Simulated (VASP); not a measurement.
Input of a VASP 6.6.1 run:

File INCAR:

```
SYSTEM = In
PREC = Accurate ; ENCUT = 520
EDIFF = 1E-6 ; ISMEAR = -1
SIGMA = 0.1 ; LREAL = .False.
LASPH = .True. ; NELM = 100
ALGO = Normal ; ISIF = 2
LWAVE = .False. ; LCHARG = .True.
GGA = RP ; LELF = .True.
LVHAR = .True. ; NBANDS = 26
```

File KPOINTS:

```
regular mesh
0
Gamma
  8 8 11
  0 0 0
```

File POSCAR:

```
In
1.0
    5.6069431813      0.0000000000      0.0000000000
   -2.8034715907      4.8557552326      0.0000000000
    0.0000000000      0.0000000000      3.4835887111
In
3
Direct
    0.0000000000      0.0000000000      0.0000000000
    0.3333333333      0.6666666667      0.5000000000
    0.6666666667      0.3333333333      0.5000000000
```

Potentials or basis: VASP PAW PBE potentials, release 64 (In_d).

Launch:

```console
$ cat potpaw_PBE.64/In_d/POTCAR > POTCAR
$ mpirun -np 1 vasp_std > vasp.out
```

Task: What does it give for the pressure?

Result: -1.7 GPa.

Task: What does it give for the band gap on the k mesh?

Result: Zero (an odd number of electrons rules out a gap without spin polarisation).

Stress tensor (GPa, compression positive):
```
-1.59  0.00  0.00
 0.00 -1.59  0.00
 0.00  0.00 -1.83
```

Caveat: the PAW data sets were made with another functional, which shifts forces and pressure a little; spin-orbit coupling is left out, which moves the levels of the heavy elements.
